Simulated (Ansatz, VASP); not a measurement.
# One calculation of Pt, two programs

The input POSCAR:

```
Pt
1.0
    0.0000000000      2.0068475000      1.9579000000
    2.0068475000      0.0000000000      1.9579000000
    2.0068475000      2.0068475000      0.0000000000
Pt
1
Direct
    0.0000000000      0.0000000000      0.0000000000
```

INCAR.step1

```
PREC = Accurate ; ENCUT = 520
ISMEAR = 0 ; SIGMA = 0.15
LREAL = False ; LASPH = True
NELM = 100 ; NBANDS = 11
GGA = PE ; ALGO = Normal
EDIFF = 1E-4 ; LWAVE = True
LCHARG = False
```

INCAR.step2

```
PREC = Accurate ; ENCUT = 520
EDIFF = 1E-7 ; ISMEAR = 0
SIGMA = 0.15 ; LREAL = False
LASPH = True ; NELM = 100
ALGO = Normal ; ISIF = 2
LWAVE = False ; LCHARG = False
METAGGA = R2SCAN ; LMIXTAU = True
NBANDS = 11 ; ISTART = 1
```

The input KPOINTS:

```
Automatic mesh
0
Gamma
  20 20 20
```

Input for Ansatz:

```yaml
crystal:
  lattice:
    - [0.0, 2.0068475, 1.9579]
    - [2.0068475, 0.0, 1.9579]
    - [2.0068475, 2.0068475, 0.0]
  atoms:
    - { symbol: Pt, position: [0.0, 0.0, 0.0] }
basis:
  ecutwfc: 500
kpoints:
  mp_grid: { grid: [20, 20, 20] }
hamiltonian:
  xc: r2scan
scf:
  occupations: { method: gaussian, width: 0.15 }
output:
  forces: true
  stress: true
  eigenvalues: true
  write_density: true
  write_potential: true
  elf: true
  volumetric_format: npy
```

Change from the starting cell: strain +0.0250 x Voigt [1, 1, 0, 0, 0, 0], atoms carried along.

Alike in both runs: task single point; functional r2SCAN; k mesh 20 × 20 × 20; occupations gaussian, width 0.15 eV; no spin polarisation.

|  | VASP | Ansatz |
| --- | --- | --- |
| version | VASP 6.6.1 | Ansatz 0.2.0 |
| potentials or method | VASP PAW PBE potentials, release 64 (Pt), cutoff 520 eV | scalar-relativistic, plane waves, PAW |
| valence electrons in the cell | 10 | 18 |

```tsv
	VASP	Ansatz	Ansatz less VASP
gap on the k mesh at the Fermi level (eV)	none	none	-
pressure (GPa)	-7.0	-7.5	-0.55
traceless stress, the component that is largest in VASP (GPa)	1.07	1.05	-0.020
```

VASP's potentials were made for PBE, not for r2SCAN. A gap of «none» marks a metal or a gap that the smearing closes. VASP's potentials hold 10 valence electrons a cell and Ansatz's 18, so a difference there can come from the potentials and not from the codes.

Spin-orbit coupling is off throughout.
